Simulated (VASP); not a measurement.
Ca3TeRu2: single point with PBE

Crystal: Ca3TeRu2.

```
Ca Te Ru
1.0
     4.43463    0.00000    0.00000
     0.00000    4.43463    0.00000
     0.00000    0.00000    7.39499
Ca Te Ru
3 1 2
Cartesian
  2.2173 2.2173 0.0000
  0.0000 2.2173 2.6918
  2.2173 0.0000 4.7032
  0.0000 0.0000 0.0000
  0.0000 2.2173 5.7737
  2.2173 0.0000 1.6213
```

The cell was generated, and may not be a known phase.

| Property | Result |
| --- | --- |
| Program | VASP 6.6.1 |
| Task | single point |
| Functional | PBE |
| Potentials or basis | VASP PAW PBE potentials, release 64 (Ca_sv, Te, Ru_pv) |
| Cutoff | 520 eV |
| k mesh | 8 × 8 × 6 |
| Occupations | gaussian, width 0.1 eV |
| Spin | no spin polarisation |

```
Pressure               : 0.1 GPa
Largest force          : 0.014 eV/Å
Band gap on the k mesh : zero (bands 32 and 33 overlap by 0.58 eV)
```

Forces in eV/Å, atoms in the order of the input:
```
Ca   0.000  0.000  0.000
Ca   0.000  0.000  0.003
Ca   0.000  0.000 -0.003
Te   0.000  0.000  0.000
Ru   0.000  0.000 -0.014
Ru   0.000  0.000  0.014
```

Levels at points of the mesh, in eV from the Fermi level:
```tsv
k point	band 30	band 31	band 32	band 33	band 34	band 35
(0.00, 0.00, 0.00)	-0.87	-0.87	0.44	0.44	1.57	1.92
(0.50, 0.00, 0.00)	-0.94	-0.59	0.13	0.26	0.39	0.53
(0.50, 0.50, 0.00)	-0.93	-0.61	-0.61	-0.14	0.26	0.26
(0.00, 0.00, 0.50)	-0.99	-0.34	0.12	0.36	0.36	1.48
(0.50, 0.00, 0.50)	-0.93	-0.70	-0.61	0.43	0.77	1.24
(0.50, 0.50, 0.50)	-0.82	-0.56	-0.56	0.09	0.29	0.29
```

It took 6.7 min on 1 thread of Intel(R) Xeon(R) 6975P-C (Granite Rapids), with other jobs on the host, peak memory 0.48 GiB.

Caveat: spin-orbit coupling is left out, which moves the levels of the heavy elements.
